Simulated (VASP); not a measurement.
Here is a VASP 6.6.1 calculation.

Contents of INCAR:

```
PREC = Accurate
ENCUT = 520
EDIFF = 1E-6
ISMEAR = 0
SIGMA = 0.1
LREAL = False
LASPH = True
NELM = 60
ALGO = Normal
ISIF = 2
LWAVE = False
LCHARG = True
LDIPOL = True
IDIPOL = 3
DIPOL = 0.5 0.5 0.361
GGA = PE
IVDW = 12
LELF = True
LVHAR = True
LVACPOTAV = True
NBANDS = 32
```

Contents of KPOINTS:

```
regular mesh
0
Gamma
  6 6 1
```

POSCAR

```
Ga2Sb2CO
1.0
    4.3343814621      0.0000000000      0.0000000000
   -2.1671907311      3.7536844559      0.0000000000
    0.0000000000      0.0000000000     23.3197422777
Sb Ga O C
2 2 1 1
Direct
    0.0000000000      0.0000000000      0.1715284823
    0.3333333333      0.6666666667      0.3301590654
    0.3333333333      0.6666666667      0.2094685204
    0.6666666667      0.3333333333      0.3632005095
    1.0000000000      1.0000000000      0.5218643557
    1.0000000000      1.0000000000      0.5711787943
```

Potentials or basis: VASP PAW PBE potentials, release 64 (Sb, Ga_d, O, C).

Launch:

```console
$ cat potpaw_PBE.64/Sb/POTCAR potpaw_PBE.64/Ga_d/POTCAR potpaw_PBE.64/O/POTCAR potpaw_PBE.64/C/POTCAR > POTCAR
$ mpirun -np 1 vasp_std > vasp.out
```

Task: Predict the largest force.

Result: 0.715 eV/Å.

Task: Predict the dispersion energy per atom.

Result: -0.162 eV.

Task: Estimate the band gap on the k mesh.

Result: 0.04 eV, indirect (least direct gap 0.14 eV).

Forces in eV/Å, atoms in the order of the input:
```
Sb   0.000  0.000  0.171
Sb   0.000  0.000 -0.012
Ga   0.000  0.000 -0.148
Ga   0.000  0.000  0.026
O    0.000  0.000  0.678
C    0.000  0.000 -0.715
```

Caveat: spin-orbit coupling is left out, which moves the levels of the heavy elements.
